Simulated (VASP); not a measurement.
# Ga7N5 (a cell with a defect) in VASP: relaxation of the atoms with PBE

Aim: the relaxation of the atoms of Ga7N5 (a cell with a defect) with PBE.

Everything below comes from runs of VASP 6.6.1. Logs are shortened: lines on timing, memory, paths and dates and some standing lists are left out, and cuts for length are marked.

**1. The cell of the first run**

The cell holds a defect, 12 atoms: a = 5.243 Å, b = 5.574 Å, c = 5.574 Å, α = 120.00°, β = 90.00°, γ = 90.00°.

**2. Relaxation of the atoms, PBE**

Contents of INCAR:

```
SYSTEM = Ga7N5
ALGO = Normal
EDIFF = 1E-6
EDIFFG = -0.025
ENCUT = 520
GGA = PE
IBRION = 2
ISIF = 2
ISMEAR = 0
LASPH = .True.
LCHARG = .False.
LREAL = .False.
LWAVE = .False.
NELECT = 118.0
NELM = 60
NSW = 65
PREC = Accurate
SIGMA = 0.01
```

Contents of KPOINTS:

```
k-points
0
Gamma
  3 3 3
  0 0 0
```

Contents of POSCAR:

```
Ga7N5
1.0
    0.0000000000      0.0000000000      5.2431684262
    4.8275562260     -2.7871908866      0.0000000000
   -0.0000000001      5.5743817732      0.0000000000
Ga N
7 5
Direct
    0.4186834463      0.3333333333      0.3333333333
    0.5154691657      0.0000000000      0.6666666667
    0.5154691657      0.6666666667      1.0000000000
    1.0176191437     -0.0438135524      0.3333333333
    1.0176191437      0.7104802191      0.7104802191
    1.0176191437      0.3333333333      0.9561864476
    0.8548178163      0.3333333333      0.3333333333
    0.8774197083      0.0000000000      0.6666666667
    0.8774197083      0.6666666667      1.0000000000
    0.3792878528     -0.0316463678      0.3333333333
    0.3792878528      0.6983130344      0.6983130344
    0.3792878528      0.3333333333      0.9683536322
```

Potentials or basis: VASP PAW PBE potentials, release 64 (Ga_d, N).

The run is started by

```bash
$ cat potpaw_PBE.64/Ga_d/POTCAR potpaw_PBE.64/N/POTCAR > POTCAR
$ mpirun -np 1 vasp_std > vasp.out
```

OUTCAR:

```text
SYSTEM = Ga7N5
   EDIFF = 1E-6
   EDIFFG = -0.025
   ENCUT = 520
   GGA = PE
   IBRION = 2
   ISIF = 2
   ISMEAR = 0
   LASPH = .True.
   LREAL = .False.
   NELECT = 118.0
   NELM = 60
   NSW = 65
   PREC = Accurate

 ion  position               nearest neighbor table
   1  0.419  0.333  0.333-  11 2.04  12 2.04  10 2.04   7 2.29
   2  0.515  0.000  0.667-   8 1.90  12 1.91  11 1.91  10 1.91
   3  0.515  0.667  0.000-   9 1.90  10 1.91  11 1.91  12 1.91
   4  0.018  0.956  0.333-   9 1.90   8 1.90  10 1.90   7 2.27
   5  0.018  0.710  0.710-   9 1.90   8 1.90  11 1.90   7 2.27
   6  0.018  0.333  0.956-   8 1.90   9 1.90  12 1.90   7 2.27
   7  0.855  0.333  0.333-   6 2.27   4 2.27   5 2.27   1 2.29
   8  0.877  0.000  0.667-   6 1.90   5 1.90   4 1.90   2 1.90
   9  0.877  0.667  0.000-   4 1.90   5 1.90   6 1.90   3 1.90
  10  0.379  0.968  0.333-   4 1.90   3 1.91   2 1.91   1 2.04
  11  0.379  0.698  0.698-   5 1.90   3 1.91   2 1.91   1 2.04
  12  0.379  0.333  0.968-   6 1.90   2 1.91   3 1.91   1 2.04

  LATTYP: Found a hexagonal cell.
 ALAT       =     5.5743817732
 C/A-ratio  =     0.9405829453

  Lattice vectors:

 A1 = (   4.8275562260,  -2.7871908866,   0.0000000000)
 A2 = (  -0.0000000001,   5.5743817732,   0.0000000000)
 A3 = (   0.0000000000,   0.0000000000,   5.2431684262)

Analysis of symmetry for initial positions (statically):
=====================================================================
 Subroutine PRICEL returns:
 Original cell was already a primitive cell.

 Routine SETGRP: Setting up the symmetry group for a
 hexagonal supercell.

 Subroutine GETGRP returns: Found  6 space group operations
 (whereof  2 operations were pure point group operations)
 out of a pool of 24 trial point group operations.

The static configuration has the point symmetry C_1h.
 The point group associated with its full space group is C_3v.

Analysis of symmetry for dynamics (positions and initial velocities):
=====================================================================
 Subroutine PRICEL returns:
 Original cell was already a primitive cell.

 Routine SETGRP: Setting up the symmetry group for a
 hexagonal supercell.

 Subroutine GETGRP returns: Found  6 space group operations
 (whereof  2 operations were pure point group operations)
 out of a pool of 24 trial point group operations.

The dynamic configuration has the point symmetry C_1h.
 The point group associated with its full space group is C_3v.

 Subroutine INISYM returns: Found  6 space group operations
 (whereof  2 operations are pure point group operations),
 and found     1 'primitive' translations

----------------------------------------------------------------------------------------

                                     Primitive cell

  volume of cell :     141.0970

  direct lattice vectors                    reciprocal lattice vectors
     0.000000000  0.000000000  5.243168426     0.000000000  0.000000000  0.190724371
     4.827556226 -2.787190887  0.000000000     0.207144144  0.000000000  0.000000000
    -0.000000000  5.574381773  0.000000000     0.103572072  0.179392091  0.000000000

  length of vectors
     5.243168426  5.574381773  5.574381773     0.190724371  0.207144144  0.207144144

  position of ions in fractional coordinates (direct lattice)
     0.418683446  0.333333333  0.333333333
     0.515469166  0.000000000  0.666666667
     0.515469166  0.666666667  0.000000000
     0.017619144  0.956186448  0.333333333
     0.017619144  0.710480219  0.710480219
     0.017619144  0.333333333  0.956186448
     0.854817816  0.333333333  0.333333333
     0.877419708  0.000000000  0.666666667
     0.877419708  0.666666667  0.000000000
     0.379287853  0.968353632  0.333333333
     0.379287853  0.698313034  0.698313034
     0.379287853  0.333333333  0.968353632

  ion indices of the primitive-cell ions
   primitive index   ion index
                 1           1
                 2           2
                 3           3
                 4           4
                 5           5
                 6           6
                 7           7
                 8           8
                 9           9
                10          10
                11          11
                12          12

----------------------------------------------------------------------------------------

 KPOINTS: k-points

Automatic generation of k-mesh.
 Grid dimensions read from file:
 generate k-points for:    3    3    3

 Generating k-lattice:

  Cartesian coordinates                     Fractional coordinates (reciprocal lattice)
     0.000000000  0.000000000  0.063574790     0.333333333  0.000000000  0.000000000
     0.069048048  0.000000000  0.000000000     0.000000000  0.333333333  0.000000000
     0.034524024  0.059797364  0.000000000     0.000000000  0.000000000  0.333333333

  Length of vectors
     0.063574790  0.069048048  0.069048048

  Shift w.r.t. Gamma in fractional coordinates (k-lattice)
     0.000000000  0.000000000  0.000000000

 Subroutine IBZKPT returns following result:
 ===========================================

 Found      7 irreducible k-points:

 Following reciprocal coordinates:
            Coordinates               Weight
  0.000000  0.000000  0.000000      1.000000
  0.333333  0.000000  0.000000      2.000000
  0.000000  0.333333  0.000000      6.000000
  0.333333  0.333333  0.000000     12.000000
  0.000000  0.333333  0.333333      2.000000
  0.333333  0.333333  0.333333      2.000000
  0.333333 -0.333333 -0.333333      2.000000
   k-points           NKPTS =      7   k-points in BZ     NKDIM =      7   number of bands    NBANDS=     70
   number of dos      NEDOS =    301   number of ions     NIONS =     12
   total plane-waves  NPLWV =  70560
   dimension x,y,z NGX =    40 NGY =   42 NGZ =   42
   dimension x,y,z NGXF=    80 NGYF=   84 NGZF=   84
   ions per type =               7   5
   NGX,Y,Z   is equivalent  to a cutoff of  12.68, 12.53, 12.53 a.u.
   NGXF,Y,Z  is equivalent  to a cutoff of  25.37, 25.05, 25.05 a.u.
 SYSTEM =  Ga7N5
   PREC   = accura    normal or accurate (medium, high low for compatibility)
   ISTART =      0    job   : 0-new  1-cont  2-samecut
   ICHARG =      2    charge: 1-file 2-atom 10-const
   ISPIN  =      1    spin polarized calculation?
   LNONCOLLINEAR =      F non collinear calculations
   LSORBIT =      F    spin-orbit coupling
   LASPH  =      T    aspherical Exc in radial PAW
   ENCUT  =  520.0 eV  38.22 Ry    6.18 a.u.   9.75 10.36 10.36*2*pi/ulx,y,z
   NELM   =     60;   NELMIN=  2; NELMDL= -5     # of ELM steps
   EDIFF  = 0.1E-05   stopping-criterion for ELM
   LREAL  =      F    real-space projection
   EDIFFG = -.3E-01   stopping-criterion for IOM
   NSW    =     65    number of steps for IOM
   IBRION =      2    ionic relax: 0-MD 1-quasi-New 2-CG
   NFREE  =      1    steps in history (QN), initial steepest desc. (CG)
   ISIF   =      2    stress and relaxation
   ISYM   =      2    0-nonsym 1-usesym 2-fastsym
   POTIM  = 0.5000    time-step for ionic-motion
   TEBEG  =    0.0;   TEEND  =   0.0 temperature during run
   PSTRESS=    0.0 pullay stress
   NELECT =     118.0000    total number of electrons
   NUPDOWN=      -1.0000    fix difference up-down
   EMIN   =  10.00;   EMAX   =-10.00  energy-range for DOS
   EFERMI =   0.00;   METHOD = LEGACY
   ISMEAR =     0;   SIGMA  =   0.01  broadening in eV -4-tet -1-fermi 0-gaus
   EFERMI_NEDOS =   21; number of points for ismear=-14 and -15
   IALGO  =     38    algorithm
   IMIX   =      4    mixing-type and parameters
     AMIX     =   0.40;   BMIX     =  1.00
     AMIX_MAG =   1.60;   BMIX_MAG =  1.00
  volume/ion in A,a.u.               =      11.76        79.35
  Fermi-wavevector in a.u.,A,eV,Ry     =   1.542397  2.914708 32.368110  2.378989
  Thomas-Fermi vector in A             =   2.648207
   LORBIT       =      0    0 simple, 1 ext, 2 COOP (PROOUT), +10 PAW based schemes
   GGA     = PE    functional components
   LHFCALC =     F    Hartree Fock is set to
   AEXX    =    0.0000 exact exchange contribution
   IVDW    =     0    specifies the selected vdW correction
   LEPSILON=     F    determine dielectric tensor
   LRPA    =     F    only Hartree local field effects (RPA)
 conjugate gradient relaxation of ions
 non-spin polarized calculation
 Gauss-broadening in eV      SIGMA  =   0.01
  energy-cutoff  :      520.00
  volume of cell :      141.10
 maximum number of plane-waves:      3817
 NGX is ok and might be reduce to    40
   NGX = 19   NGY = 21   NGZ = 21

--------------------------------------- Ionic step        1  -------------------------------------------

 number of electron     118.0000027 magnetization

 Free energy of the ion-electron system (eV)
  ---------------------------------------------------
  ext. energy  EPLUGINS =         0.00000000
  ---------------------------------------------------
  free energy    TOTEN  =       -46.32763186 eV

  energy without entropy =      -46.32757525  energy(sigma->0) =      -46.32760356

------------------------ aborting loop because EDIFF is reached ----------------------------------------

  FORCE on cell =-STRESS in cart. coord.  units (eV):
  Direction    XX          YY          ZZ          XY          YZ          ZX
  --------------------------------------------------------------------------------------
  -------------------------------------------------------------------------------------
  Total       46.0594847     46.0594847     43.9049310     -0.0000000     -0.0000000     -0.0000000
  in kB      523.0121751    523.0121751    498.5469036     -0.0000000     -0.0000000     -0.0000000
  external PRESSURE =     514.8570846 kB  Pullay stress =       0.0000000 kB
[... 215 lines left out ...]
  energy  without entropy=      -46.4304661326  energy(sigma->0) =      -46.43046613

--------------------------------------- Ionic step        6  -------------------------------------------

 number of electron     117.9999995 magnetization

 Free energy of the ion-electron system (eV)
  ---------------------------------------------------
  ext. energy  EPLUGINS =         0.00000000
  ---------------------------------------------------
  free energy    TOTEN  =       -46.43150234 eV

  energy without entropy =      -46.43150234  energy(sigma->0) =      -46.43150234

 E-fermi :   7.7052     XC(G=0): -12.0635

 val. band max:        7.6623384108   @ k =   0.0000   0.0000   0.0000
 cond. band min:       7.8710901160   @ k =   0.0000   0.0000   0.0000
 fundamental gap:      0.2087517052
 Fermi energy:         7.7052434858

 k-point     1 :       0.0000    0.0000    0.0000
  band No.  band energies     occupation
      1     -10.6537      2.00000
      2      -9.7662      2.00000
      3      -9.7162      2.00000
      4      -9.6058      2.00000
      5      -9.6058      2.00000
      6      -8.2121      2.00000
[... 539 lines left out ...]
  FREE ENERGIE OF THE ION-ELECTRON SYSTEM (eV)
  ---------------------------------------------------
  free  energy   TOTEN  =       -46.4315023387 eV

  energy  without entropy=      -46.4315023387  energy(sigma->0) =      -46.43150234

 reached required accuracy - stopping structural energy minimisation
```

Run time: 4.9 min. Hardware: 1 thread of AMD EPYC 7R13 (Zen 3), shared host; peak memory 0.24 GiB.

What came out:

* Free energy: -46.4315 eV
* Energy gained by relaxing: 8.7 meV/atom
* Ionic steps: 6
* Largest force after relaxing: 0.016 eV/Å

Forces in eV/Å, atoms in the order of the input:
```
Ga   0.000  0.000 -0.011
Ga   0.000  0.000 -0.016
Ga   0.000  0.000 -0.016
Ga   0.002 -0.001 -0.004
Ga  -0.002 -0.001 -0.004
Ga   0.000  0.002 -0.004
Ga   0.000  0.000  0.013
N    0.000  0.000  0.004
N    0.000  0.000  0.004
N   -0.007  0.004  0.011
N    0.007  0.004  0.011
N    0.000 -0.008  0.011
```

The path:
```csv
step,energy change (eV),largest force (eV/Å),pressure (GPa)
1,0.0000,1.0519,51.49
2,-0.0858,0.3352,51.73
3,-0.0942,0.2385,51.62
4,-0.1026,0.1129,51.75
5,-0.1028,0.1290,51.75
6,-0.1039,0.0161,51.76
```

Final structure:
```
Ga N
1.0
     0.00000    0.00000    5.24317
     4.82756   -2.78719    0.00000
     0.00000    5.57438    0.00000
Ga N
7 5
Direct
  0.42114 0.33333 0.33333
  0.51949 0.00000 0.66667
  0.51949 0.66667 0.00000
  0.01159 0.96143 0.33333
  0.01159 0.70523 0.70523
  0.01159 0.33333 0.96143
  0.85979 0.33333 0.33333
  0.87954 0.00000 0.66667
  0.87954 0.66667 0.00000
  0.37874 0.96377 0.33333
  0.37874 0.70290 0.70290
  0.37874 0.33333 0.96377
```

Levels at points of the mesh, in eV from the Fermi level:
```tsv
k point	band 56	band 57	band 58	band 59	band 60	band 61	band 62	band 63
(0.00, 0.00, 0.00)	-2.96	-0.91	-0.04	-0.04	0.17	2.57	2.61	2.61
```

Caveat: the k points lie up to 0.43 Å⁻¹ apart; the cell carries a net charge on a neutralising background, which shifts energy and pressure; the cell is charged against a uniform background, so pressure and absolute levels hang on convention.
